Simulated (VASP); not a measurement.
**Ca: single point with LDA**

Crystal: Ca.

```
CELL_PARAMETERS angstrom
-2.11531 2.11531 2.11531
2.11531 -2.11531 2.11531
2.11531 2.11531 -2.11531
ATOMIC_POSITIONS crystal
Ca 0.00000 0.00000 0.00000
```

This isn't the form of Ca at room conditions, which is fcc.

```json
{"Program": "VASP 6.6.1", "Task": "single point", "Functional": "LDA", "Potentials or basis": "VASP PAW LDA potentials, release 64 (Ca_sv)", "Cutoff": "500 eV", "k mesh": "8 × 8 × 8", "Occupations": "fermi-dirac, width 0.1 eV", "Spin": "no spin polarisation"}
```

```yaml
Pressure: 0.0 GPa
Band_gap_on_the_k_mesh: zero (bands 5 and 6 overlap by 0.46 eV)
```

Levels at points of the mesh, in eV from the Fermi level:
| k point | band 3 | band 4 | band 5 | band 6 | band 7 | band 8 |
| --- | --- | --- | --- | --- | --- | --- |
| (0.00, 0.00, 0.00) | -22.49 | -22.49 | -4.22 | 2.36 | 2.36 | 2.36 |
| (0.50, 0.00, 0.00) | -22.56 | -22.49 | -0.98 | 0.19 | 1.30 | 3.46 |
| (0.50, 0.50, 0.50) | -22.65 | -22.65 | -0.08 | -0.08 | 4.42 | 4.42 |

Wall time 10 s on 1 thread of Intel Xeon 8259CL (shared host), peak memory 0.14 GiB.
